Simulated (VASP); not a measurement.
# Ti in VASP: notebook

Ti is run at these levels: PBEsol; tasks: single point.

Program: VASP 6.6.1. These are calculated values, not measurements. Logs are shortened: lines on timing, memory, paths and dates and some standing lists are left out, and cuts for length are marked.

### 1 The cell of the first run

Symmetry: I4/mmm, No. 139, tetragonal system. Conventional cell: a = 3.210 Å, b = 3.210 Å, c = 2.728 Å, α = 90.00°, β = 90.00°, γ = 90.00°. Ti (site symmetry 4/mmm) has 14 Ti at 2.65 to 3.21 Å within 3.5 Å.

### 2 Single point, PBEsol (engineering shear strain xy +0.0000, normal strain along z -0.1500)

Contents of INCAR:

```
SYSTEM = Ti
PREC = Accurate ; ENCUT = 520
EDIFF = 1E-6 ; ISMEAR = 0
SIGMA = 0.15 ; LREAL = .FALSE.
LASPH = .TRUE. ; NELM = 60
ALGO = Normal ; ISIF = 2
LWAVE = .FALSE. ; LCHARG = .TRUE.
GGA = PS ; LELF = .TRUE.
LVHAR = .TRUE. ; NBANDS = 12
```

Contents of KPOINTS:

```
regular mesh
0
G
  20 20 20
  0 0 0
```

Contents of POSCAR:

```
Ti
1.0
   -1.6049504194      1.6049504194      1.3642078565
    1.6049504194     -1.6049504194      1.3642078565
    1.6049504194      1.6049504194     -1.3642078565
Ti
1
Direct
    0.0000000000      0.0000000000      0.0000000000
```

Potentials or basis: VASP PAW PBE potentials, release 64 (Ti_sv).

Launch:

```bash
cat potpaw_PBE.64/Ti_sv/POTCAR > POTCAR
mpirun -np 1 vasp_std > vasp.out
```

OUTCAR:

```text
SYSTEM = Ti
   PREC = Accurate
   ENCUT = 520
   EDIFF = 1E-6
   ISMEAR = 0
   LREAL = .FALSE.
   LASPH = .TRUE.
   NELM = 60
   ISIF = 2
   GGA = PS

 ion  position               nearest neighbor table
   1  0.000  0.000  0.000-

  LATTYP: Found a body centered tetragonal cell.
 ALAT       =     3.2099008388
 C/A-ratio  =     0.8500000000

  Lattice vectors:

 A1 = (  -1.6049504194,   1.6049504194,   1.3642078565)
 A2 = (   1.6049504194,  -1.6049504194,   1.3642078565)
 A3 = (   1.6049504194,   1.6049504194,  -1.3642078565)

Analysis of symmetry for initial positions (statically):
=====================================================================
 Subroutine PRICEL returns:
 Original cell was already a primitive cell.

 Routine SETGRP: Setting up the symmetry group for a
 body centered tetragonal supercell.

 Subroutine GETGRP returns: Found 16 space group operations
 (whereof 16 operations were pure point group operations)
 out of a pool of 16 trial point group operations.

The static configuration has the point symmetry D_4h.

Analysis of symmetry for dynamics (positions and initial velocities):
=====================================================================
 Subroutine PRICEL returns:
 Original cell was already a primitive cell.

 Routine SETGRP: Setting up the symmetry group for a
 body centered tetragonal supercell.

 Subroutine GETGRP returns: Found 16 space group operations
 (whereof 16 operations were pure point group operations)
 out of a pool of 16 trial point group operations.

The dynamic configuration has the point symmetry D_4h.

 Subroutine INISYM returns: Found 16 space group operations
 (whereof 16 operations are pure point group operations),
 and found     1 'primitive' translations

----------------------------------------------------------------------------------------

                                     Primitive cell

  volume of cell :      14.0561

  direct lattice vectors                    reciprocal lattice vectors
    -1.604950419  1.604950419  1.364207856     0.000000000  0.311536104  0.366513063
     1.604950419 -1.604950419  1.364207856     0.311536104  0.000000000  0.366513063
     1.604950419  1.604950419 -1.364207856     0.311536104  0.311536104  0.000000000

  length of vectors
     2.648168192  2.648168192  2.648168192     0.481026578  0.481026578  0.440578583

  position of ions in fractional coordinates (direct lattice)
     0.000000000  0.000000000  0.000000000

  ion indices of the primitive-cell ions
   primitive index   ion index
                 1           1

----------------------------------------------------------------------------------------

 KPOINTS: regular mesh

Automatic generation of k-mesh.
 Grid dimensions read from file:
 generate k-points for:   20   20   20

 Generating k-lattice:

  Cartesian coordinates                     Fractional coordinates (reciprocal lattice)
     0.000000000  0.015576805  0.018325653     0.050000000  0.000000000  0.000000000
     0.015576805  0.000000000  0.018325653     0.000000000  0.050000000  0.000000000
     0.015576805  0.015576805  0.000000000     0.000000000  0.000000000  0.050000000

  Length of vectors
     0.024051329  0.024051329  0.022028929

  Shift w.r.t. Gamma in fractional coordinates (k-lattice)
     0.000000000  0.000000000  0.000000000

 Subroutine IBZKPT returns following result:
 ===========================================

 Found    641 irreducible k-points:

 Following reciprocal coordinates:
            Coordinates               Weight
  0.000000  0.000000  0.000000      1.000000
  0.050000 -0.000000  0.000000      8.000000
  0.100000 -0.000000  0.000000      8.000000
  0.150000 -0.000000  0.000000      8.000000
  0.200000 -0.000000  0.000000      8.000000
  0.250000  0.000000  0.000000      8.000000
[... 16 lines left out ...]
 -0.400000  0.050000 -0.000000     16.000000
 -0.350000  0.050000 -0.000000     16.000000
 [... further k-points ...]
   k-points           NKPTS =    641   k-points in BZ     NKDIM =    641   number of bands    NBANDS=     12
   number of dos      NEDOS =    301   number of ions     NIONS =      1
   total plane-waves  NPLWV =   8000
   dimension x,y,z NGX =    20 NGY =   20 NGZ =   20
   dimension x,y,z NGXF=    40 NGYF=   40 NGZF=   40
   ions per type =               1
   NGX,Y,Z   is equivalent  to a cutoff of  12.56, 12.56, 12.56 a.u.
   NGXF,Y,Z  is equivalent  to a cutoff of  25.11, 25.11, 25.11 a.u.
 SYSTEM =  Ti
   PREC   = accura    normal or accurate (medium, high low for compatibility)
   ISTART =      0    job   : 0-new  1-cont  2-samecut
   ICHARG =      2    charge: 1-file 2-atom 10-const
   ISPIN  =      1    spin polarized calculation?
   LNONCOLLINEAR =      F non collinear calculations
   LSORBIT =      F    spin-orbit coupling
   LASPH  =      T    aspherical Exc in radial PAW
   ENCUT  =  520.0 eV  38.22 Ry    6.18 a.u.   4.92  4.92  4.92*2*pi/ulx,y,z
   NELM   =     60;   NELMIN=  2; NELMDL= -5     # of ELM steps
   EDIFF  = 0.1E-05   stopping-criterion for ELM
   LREAL  =      F    real-space projection
   EDIFFG = 0.1E-04   stopping-criterion for IOM
   NSW    =      0    number of steps for IOM
   IBRION =     -1    ionic relax: 0-MD 1-quasi-New 2-CG
   NFREE  =      0    steps in history (QN), initial steepest desc. (CG)
   ISIF   =      2    stress and relaxation
   ISYM   =      2    0-nonsym 1-usesym 2-fastsym
   POTIM  = 0.5000    time-step for ionic-motion
   TEBEG  =    0.0;   TEEND  =   0.0 temperature during run
   PSTRESS=    0.0 pullay stress
   NELECT =      12.0000    total number of electrons
   NUPDOWN=      -1.0000    fix difference up-down
   EMIN   =  10.00;   EMAX   =-10.00  energy-range for DOS
   EFERMI =   0.00;   METHOD = LEGACY
   ISMEAR =     0;   SIGMA  =   0.15  broadening in eV -4-tet -1-fermi 0-gaus
   EFERMI_NEDOS =   21; number of points for ismear=-14 and -15
   IALGO  =     38    algorithm
   IMIX   =      4    mixing-type and parameters
     AMIX     =   0.40;   BMIX     =  1.00
     AMIX_MAG =   1.60;   BMIX_MAG =  1.00
  volume/ion in A,a.u.               =      14.06        94.86
  Fermi-wavevector in a.u.,A,eV,Ry     =   1.553033  2.934807 32.816044  2.411911
  Thomas-Fermi vector in A             =   2.657322
   LORBIT       =      0    0 simple, 1 ext, 2 COOP (PROOUT), +10 PAW based schemes
   GGA     = PS    functional components
   LHFCALC =     F    Hartree Fock is set to
   AEXX    =    0.0000 exact exchange contribution
   IVDW    =     0    specifies the selected vdW correction
   LEPSILON=     F    determine dielectric tensor
   LRPA    =     F    only Hartree local field effects (RPA)
 non-spin polarized calculation
 Gauss-broadening in eV      SIGMA  =   0.15
  energy-cutoff  :      520.00
  volume of cell :       14.06
 maximum number of plane-waves:       396
   NGX =  9   NGY =  9   NGZ =  9

 number of electron      12.0000002 magnetization

 Free energy of the ion-electron system (eV)
  ---------------------------------------------------
  ext. energy  EPLUGINS =         0.00000000
  ---------------------------------------------------
  free energy    TOTEN  =        -8.10218724 eV

  energy without entropy =       -8.08492252  energy(sigma->0) =       -8.09355488

 E-fermi :  10.4025     XC(G=0): -12.6764

 val. band max:       10.3981573022   @ k =   0.4500   0.2000   0.1000
 cond. band min:      10.4036741451   @ k =   0.1500   0.1500   0.0500
 fundamental gap:      0.0055168429
 Fermi energy:        10.4024552306

 k-point     1 :       0.0000    0.0000    0.0000
  band No.  band energies     occupation
      1     -45.6293      2.00000
      2     -21.2315      2.00000
      3     -21.2315      2.00000
      4     -21.1691      2.00000
      5       4.0267      2.00000
      6      10.5241      0.25126
      7      12.2021      0.00000
      8      12.2021      0.00000
      9      12.5521      0.00000
     10      14.5082      0.00000
     11      28.3387      0.00000
     12      28.3387      0.00000

 k-point     2 :       0.0500   -0.0000    0.0000
  band No.  band energies     occupation
      1     -45.6211      2.00000
      2     -21.2503      2.00000
      3     -21.2417      2.00000
      4     -21.1895      2.00000
      5       4.1408      2.00000
      6      10.5543      0.15233
      7      12.1564      0.00000
      8      12.1817      0.00000
      9      12.5825      0.00000
     10      14.4480      0.00000
     11      28.4231      0.00000
     12      28.4856      0.00000

 k-point     3 :       0.1000   -0.0000    0.0000
  band No.  band energies     occupation
      1     -45.5973      2.00000
      2     -21.3371      2.00000
      3     -21.2711      2.00000
      4     -21.2155      2.00000
      5       4.4733      2.00000
      6      10.6042      0.05719
      7      11.9835      0.00000
      8      12.1707      0.00000
      9      12.7113      0.00000
     10      14.2962      0.00000
     11      28.6186      0.00000
     12      28.9031      0.00000
[... 286 lines left out ...]
 k-point    23 :      -0.4000    0.0500   -0.0000
  band No.  band energies     occupation
      1     -45.3396      2.00000
      2     -22.3429      2.00000
      3     -21.5868      2.00000
      4     -21.3299      2.00000
      5       7.3183      2.00000
      6       9.4506      2.00000
      7      11.5869      0.00000
      8      13.7573      0.00000
      9      14.4808      0.00000
     10      15.0718      0.00000
     11      24.0987      0.00000
     12      25.9717      0.00000

 k-point    24 :      -0.3500    0.0500   -0.0000
  band No.  band energies     occupation
      1     -45.3844      2.00000
      2     -22.1779      2.00000
      3     -21.5359      2.00000
      4     -21.3099      2.00000
      5       7.1213      2.00000
      6       9.6936      2.00000
      7      11.0982      0.00000
      8      13.8304      0.00000
      9      14.0007      0.00000
     10      14.4584      0.00000
     11      25.3316      0.00000
     12      26.7815      0.00000

 [... further k-points ...]

------------------------ aborting loop because EDIFF is reached ----------------------------------------

  FORCE on cell =-STRESS in cart. coord.  units (eV):
  Direction    XX          YY          ZZ          XY          YZ          ZX
  --------------------------------------------------------------------------------------
  -------------------------------------------------------------------------------------
  Total        2.0314120      2.0314120      2.0302153      0.0000000     -0.0000000      0.0000000
  in kB      231.5500211    231.5500211    231.4136119      0.0000000     -0.0000000      0.0000000
  external PRESSURE =     231.5045514 kB  Pullay stress =       0.0000000 kB

 VOLUME and BASIS-vectors are now :
 -----------------------------------------------------------------------------
  energy-cutoff  :      520.00
  volume of cell :       14.06
      direct lattice vectors                 reciprocal lattice vectors
    -1.604950419  1.604950419  1.364207856     0.000000000  0.311536104  0.366513063
     1.604950419 -1.604950419  1.364207856     0.311536104  0.000000000  0.366513063
     1.604950419  1.604950419 -1.364207856     0.311536104  0.311536104  0.000000000

 POSITION                                       TOTAL-FORCE (eV/Angst)
 -----------------------------------------------------------------------------------
      0.00000      0.00000      0.00000        -0.000000      0.000000      0.000000
 -----------------------------------------------------------------------------------
    total drift:                                0.000000     -0.000000      0.000000

  FREE ENERGIE OF THE ION-ELECTRON SYSTEM (eV)
  ---------------------------------------------------
  free  energy   TOTEN  =        -8.1021872430 eV

  energy  without entropy=       -8.0849225224  energy(sigma->0) =       -8.09355488
```

It took 49 s on 1 thread of AMD EPYC 9R45 (Zen 5), shared host; peak memory 0.18 GiB.

Results:

* Free energy: -8.1022 eV
* Pressure: 23.2 GPa
* Band gap on the k mesh: zero (band 6 reaches 11.30 eV, above the bottom of band 7 at 9.80 eV)

Caveat: the cell differs from its parent crystal (engineering shear strain xy +0.0000, normal strain along z -0.1500); the PAW data sets were made with another functional, which shifts forces and pressure a little.

(Part 1 of 2 ends here.)
